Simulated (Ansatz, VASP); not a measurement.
## One calculation of HfN, two programs

```
Hf N
1.0
     0.00000    2.16020    2.16020
     2.16020    0.00000    2.16020
     2.16020    2.16020    0.00000
Hf N
1 1
Cartesian
  0.0000 0.0000 0.0000
  2.1602 2.1602 2.1602
```

Change from the starting cell: strain -0.050 along x and y, -0.050 along z, atoms carried along.

Alike in both runs: task single point; functional PBE; k mesh 22 × 22 × 22; occupations gaussian, width 0.15 eV; no spin polarisation.

```csv
,VASP,Ansatz
version,VASP 6.6.1,Ansatz 0.2.0
potentials or method,"VASP PAW PBE potentials, release 64 (Hf_pv, N), cutoff 520 eV","scalar-relativistic, plane waves, PAW"
valence electrons in the cell,15,31
```

```tsv
	VASP	Ansatz	Ansatz less VASP
gap on the k mesh at the Fermi level (eV)	none	none	-
pressure (GPa)	53.7	56.2	+2.52
```

A gap of «none» marks a metal or a gap that the smearing closes. Both programs put the cell under a high pressure, so it lies far from rest at this level. The functional is the same, so the differences come from potentials, cutoffs and numerics. VASP's potentials hold 15 valence electrons a cell and Ansatz's 31, so a difference there can come from the potentials and not from the codes.

Spin-orbit coupling is off throughout.
